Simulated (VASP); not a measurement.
A run of VASP 6.6.1:

Contents of INCAR:

```
SYSTEM = Si
ALGO     = Normal         ! electronic algorithm
EDIFF    = 1E-6           ! SCF threshold, eV
ENCUT    = 520            ! plane-wave cutoff, eV
GGA      = CA             ! functional
ISIF     = 2              ! what is computed and relaxed
ISMEAR   = 0              ! smearing method
ISPIN    = 2              ! spin polarisation
LASPH    = .True.         ! aspherical terms in the spheres
LCHARG   = .True.         ! write CHGCAR
LELF     = .True.         ! ELF
LORBIT   = 11             ! projections on sites
LREAL    = Auto         
LVHAR    = .True.       
LWAVE    = .False.        ! write WAVECAR
MAGMOM   = 0 0 0 0 0 0 0 0 0 0 0 0 0 0 0 0 0 0 0 0 0 0 0 0 0 0 0 0.1 0 0 0 0 0 0 0 0 0 0 0 0 0 0 0 0 0 0 0 0 0 0 0 0 0 0 0 0 0 0 0 0 0 0 0 ! initial moments
NBANDS   = 167            ! bands
NELECT   = 251.0        
NELM     = 150            ! most SCF steps
PREC     = Accurate       ! precision mode
SIGMA    = 0.02           ! smearing width, eV
```

The input KPOINTS:

```
k-points
0
Gamma
  1 1 1
  0 0 0
```

File POSCAR:

```
Si
1.0
   10.8600000000      0.0000000000      0.0000000000
    0.0000000000     10.8600000000      0.0000000000
    0.0000000000      0.0000000000     10.8600000000
Si
63
Direct
    0.4987181400      0.0019715470      0.0013881215
    0.6185538674      0.1311955801      0.1266118785
    0.7477315838      0.2510330571      0.0013290055
    0.8753232965      0.3745988950      0.1251119705
    0.7480945672      0.0018242173      0.2487885820
    0.8754958564      0.1233129834      0.3766001842
   -0.0008819521     -0.0008395948     -0.0008164825
    0.1245264273      0.1241468692      0.1245255985
    0.2474706262      0.2604505525      0.0103031308
    0.3469457643      0.4019991713      0.1523178637
    0.4891462247      0.5020883057      0.0104836096
    0.6253885820      0.6250337937      0.1246851750
    0.7503255064      0.7505860958     -0.0007752302
    0.8767569982      0.8728770718      0.1253726519
    0.2504309392     -0.0003558932      0.2494144567
    0.3756174954      0.1236114180      0.3753543278
    0.4889402394      0.2607455801      0.2528012891
    0.6260309392      0.3742815838      0.3751607735
    0.7502247698      0.4993988950      0.2494379374
    0.8779197053      0.6223683241      0.3727040516
    0.5010734807     -0.0009231123      0.5004331492
    0.6245224678      0.1251636280      0.6266581031
    0.7504819521      0.2487555249      0.5003466851
    0.8761544199      0.3732141805      0.6248975138
    0.7500449355     -0.0002112339      0.7494505525
    0.8729415285      0.1246229282      0.8759195212
   -0.0003859116      0.4987378453     -0.0014189687
    0.1332875691      0.6164066298      0.1217752302
    0.2508913444      0.7501875691     -0.0014250460
    0.3750740331      0.8743835175      0.1251305709
    0.0008250460      0.2494034991      0.2489247698
    0.1322930939      0.3720134438      0.3693414365
    0.3780453959      0.6184732965      0.3704686924
    0.5003128913      0.7489991713      0.2490256906
    0.6265302026      0.8743447514      0.3764392265
    0.0012244015     -0.0032942910      0.4983591160
    0.1231417127      0.1238187845      0.6242713628
    0.2519738490      0.2489692449      0.4999806630
    0.3756164825      0.3740829650      0.6260745856
    0.5007970534      0.4977803867      0.5000557090
    0.6259546961      0.6265854512      0.6243300184
    0.7529703499      0.7485592081      0.4983480663
    0.8757610497      0.8739369245      0.6249804788
    0.2499079190      0.0021848987      0.7511328729
    0.3735322284      0.1304255985      0.8813371087
    0.4992930018      0.2504940147      0.7531532228
    0.6194268877      0.3762672192      0.8812047882
    0.7478286372      0.5000578269      0.7510752302
    0.8747783610      0.6259465009      0.8740186924
    0.0063673112      0.7434224678      0.2477331492
    0.1274045120      0.8719385820      0.3726036832
    0.0049348066      0.4979547882      0.4951767956
    0.1265942910      0.6231234807      0.6228249540
    0.2517671271      0.7452252302      0.4955097606
    0.3764284530      0.8736709945      0.6251023020
   -0.0004609576      0.2482185083      0.7505240331
    0.1247536832      0.3745933702      0.8744343462
    0.2502935543      0.4995196133      0.7496799263
    0.3751562615      0.6249288214      0.8746200737
    0.5015328729      0.7501852670      0.7506091160
    0.6250861878      0.8768753223      0.8758485267
    0.0010827808      0.7486657459      0.7483297422
    0.1239035912      0.8750338858      0.8738476980
```

Potentials or basis: VASP PAW LDA potentials, release 64 (Si).

Run with:

```bash
$ cat potpaw_LDA.64/Si/POTCAR > POTCAR
$ mpirun -np 1 vasp_gam > vasp.out
```

Hardware: 1 thread of Intel(R) Xeon(R) Platinum 8375C CPU @ 2.90GHz (Ice Lake), on a shared host.

Task: How long does it take, and how much memory?

Result: Wall time 8.1 min on 1 thread of Intel(R) Xeon(R) Platinum 8375C CPU @ 2.90GHz (Ice Lake) (shared host), peak memory 0.88 GiB. Counts: scf iterations 16, k points 1.
